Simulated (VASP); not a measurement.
Crystal: TiH.

```
CELL_PARAMETERS angstrom
0.00000 2.09000 2.09000
2.09000 0.00000 2.09000
2.09000 2.09000 0.00000
ATOMIC_POSITIONS crystal
Ti 0.00000 0.00000 0.00000
H 0.50000 0.50000 0.50000
```

```yaml
Program: VASP 6.6.1
Task: relaxation of cell and atoms
Functional: PBEsol
Potentials_or_basis: VASP PAW PBE potentials, release 64 (Ti_sv, H)
Cutoff: 500 eV
k_mesh: 18 × 18 × 18
Occupations: fermi-dirac, width 0.1 eV
Spin: no spin polarisation
```

At the start: pressure -3.7 GPa; volume 9.13 Å³/atom.

Question: How do energy, volume and symmetry change on relaxing?

Answer: Over 3 steps the energy falls by 2.8 meV/atom and the volume is 8.89 Å³/atom (-2.6 %); space group Fm-3m (No. 225, to 0.1 Å) before and after.

Step by step:
| step | energy change (eV) | largest force (eV/Å) | pressure (GPa) | volume (Å³) |
| --- | --- | --- | --- | --- |
| 1 | 0.0000 | 0.0000 | -3.71 | 18.26 |
| 2 | -0.0055 | 0.0000 | 0.69 | 17.71 |
| 3 | -0.0056 | 0.0000 | 0.01 | 17.79 |

Final structure:
```yaml
crystal:
  lattice:
    - [0.00000, 2.07177, 2.07177]
    - [2.07177, 0.00000, 2.07177]
    - [2.07177, 2.07177, 0.00000]
  atoms:
    - { symbol: Ti, position: [0.00000, 0.00000, 0.00000] }
    - { symbol: H, position: [0.50000, 0.50000, 0.50000] }
```

Caveat: the PAW data sets were made with another functional, which shifts forces and pressure a little; an odd number of electrons without spin polarisation forces a metal; a magnetic or distorted state may lie lower.
